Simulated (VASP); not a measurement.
Runs of VASP 6.6.1 on CsNiN. The structure is that of space group P-6m2 (No. 187), or close to it. The cells are those of the table. 

```tsv
cell	gap on the mesh (eV)	pressure (GPa)	moment (μB)
a = 5.120, b = 5.120, c = 3.406 Å, angles 90.0, 90.0, 120.0°, 3 atoms	none	(b)	0.00
a = 5.335, b = 5.335, c = 3.428 Å, angles 90.0, 90.0, 120.0°, 3 atoms	none	2.1	(a)
a = 5.537, b = 5.537, c = 3.447 Å, angles 90.0, 90.0, 120.0°, 3 atoms	none	0.1	0.40
a = 4.616, b = 4.616, c = 3.338 Å, angles 90.0, 90.0, 120.0°, 3 atoms	none	20.2	0.00
```

Alike in all rows: task single point; level PBE; potentials or basis VASP PAW PBE potentials, release 64 (Cs_sv, Ni, N); spin collinear, ferromagnetic start; k mesh 6 × 6 × 8; cutoff (eV) 520; smearing fermi-dirac 0.05 eV.

Question: Estimate the missing entries.

Answer: (a) 0.32; (b) 5.1.

Caveats: spin-orbit coupling is left out, which moves the levels of the heavy elements; the cell stands under pressure (at least some runs); a cell with one magnetic atom can't hold antiferromagnetic order, which such compounds often take (at least some runs).

A k mesh can miss the band edges, and the runs leave out spin-orbit coupling on Cs.

A gap of «none» marks levels without a gap at the run's occupations.
